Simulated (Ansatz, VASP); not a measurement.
**Au: VASP beside Ansatz**

```xyz
1
Lattice="0.0000 2.1060 2.1060 2.1060 0.0000 2.1060 2.1060 2.1060 0.0000" Properties=species:S:1:pos:R:3 pbc="T T T"
Au    0.0000    0.0000    0.0000
```

Alike in both runs: task single point; functional BLYP; k mesh 21 × 21 × 21; occupations fermi-dirac, width 0.1 eV; no spin polarisation.

```csv
,VASP,Ansatz
version,VASP 6.6.1,Ansatz 0.2.0
potentials or method,"VASP PAW PBE potentials, release 64 (Au), cutoff 520 eV","plane waves (420 eV) with PAW, scalar-relativistic"
valence electrons in the cell,11,19
```

```csv
,VASP,Ansatz,Ansatz less VASP
pressure (GPa),5.2,4.7,-0.51
```

VASP's potentials were made for PBE, not for BLYP. The functional is the same, so the differences come from potentials, cutoffs and numerics. VASP's potentials hold 11 valence electrons a cell and Ansatz's 19, so a difference there can come from the potentials and not from the codes.

Spin-orbit coupling is off throughout.
